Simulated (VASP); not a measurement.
Write the native input for VASP 6.6.1 that does the following.

```
Task                   : single point
Functional             : PBE
Potentials or basis    : VASP PAW PBE potentials, release 64 (Ga_d, Sb, P)
Cutoff                 : 520 eV
k mesh                 : 3 × 3 × 3
Occupations            : gaussian, width 0.1 eV
Spin                   : no spin polarisation
Dipole correction      : no
Further INCAR settings : ALGO = Normal; EDIFF = 1e-06; NBANDS = 32
```

The structure of Ga2SbP3 lies in POSCAR:

```
Ga2SbP3
1.0
    3.9424372900      2.2761672300      2.7992642800
   -3.9424372900      2.2761672300      2.7992642800
    0.0000000000     -4.5523344600      2.7992642800
Ga Sb P
2 1 3
Direct
    0.7708021400      0.7708021400      0.7708021400
    0.2291978600      0.2291978600      0.2291978600
    0.5000000000      0.5000000000      0.5000000000
    0.0000000000      0.5000000000      0.0000000000
    0.0000000000      0.0000000000      0.5000000000
    0.5000000000      0.0000000000      0.0000000000
```

These files were run (other wordings do the same):

INCAR

```
ALGO = Normal
EDIFF = 1E-6
ENCUT = 520
GGA = PE
ISIF = 2
ISMEAR = 0
LASPH = T
LCHARG = F
LREAL = F
LWAVE = F
NBANDS = 32
NELM = 100
PREC = Accurate
SIGMA = 0.1
```

KPOINTS

```
k-points
0
Gamma
  3 3 3
```

Potentials or basis: VASP PAW PBE potentials, release 64 (Ga_d, Sb, P).

Launch:

```sh
$ cat potpaw_PBE.64/Ga_d/POTCAR potpaw_PBE.64/Sb/POTCAR potpaw_PBE.64/P/POTCAR > POTCAR
$ mpirun -np 1 vasp_std > vasp.out
```

Results of the run:

```yaml
Pressure: 4.2 GPa
Largest_force: 3.898 eV/Å
Band_gap_on_the_k_mesh: zero (band 23 reaches 4.36 eV, above the bottom of band 24 at 4.03 eV)
```

Caveat: the k points lie up to 0.40 Å⁻¹ apart; spin-orbit coupling is left out, which moves the levels of the heavy elements; forces of over 1 eV/Å act on the atoms, so gaps and moduli don't describe the material at rest.

It took 34 s on 1 thread of Intel(R) Xeon(R) Platinum 8259CL CPU @ 2.50GHz (Skylake/Cascade Lake), with other jobs on the host, peak memory 0.25 GiB.
